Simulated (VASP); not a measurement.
YSb, 2 atoms in the cell. The structure is cubic, space group Fm-3m (No. 225). Conventional cell: a = 6.178 Å, b = 6.178 Å, c = 6.178 Å, α = 90.00°, β = 90.00°, γ = 90.00°. Y (site symmetry m-3m) has 6 Sb at 3.09 Å within 4.1 Å. Sb (site symmetry m-3m) has 6 Y at 3.09 Å within 4.1 Å.  This cell differs from its parent crystal: volume scaled by 1.03.

```yaml
Program: VASP 6.6.1
Task: single point
Functional: PBEsol
Potentials_or_basis: VASP PAW PBE potentials, release 64 (Y_sv, Sb)
Cutoff: 520 eV
k_mesh: 12 × 12 × 12
Occupations: gaussian, width 0.1 eV
Spin: no spin polarisation
Dipole_correction: no
Further_INCAR_settings: ALGO = Normal; EDIFF = 1e-06; NBANDS = 15
```

Potentials or basis: VASP PAW PBE potentials, release 64 (Y_sv, Sb).

Launch:

```bash
$ cat potpaw_PBE.64/Y_sv/POTCAR potpaw_PBE.64/Sb/POTCAR > POTCAR
$ mpirun -np 1 vasp_std > vasp.out
```

Hardware: 1 thread of Intel(R) Xeon(R) 6975P-C (Granite Rapids), on a shared host.

Task: Estimate the wall time of this run.

Result: It took 24 s on 1 thread of Intel(R) Xeon(R) 6975P-C (Granite Rapids) (shared host), peak memory 0.23 GiB. Counts: scf iterations 13, k points 72.
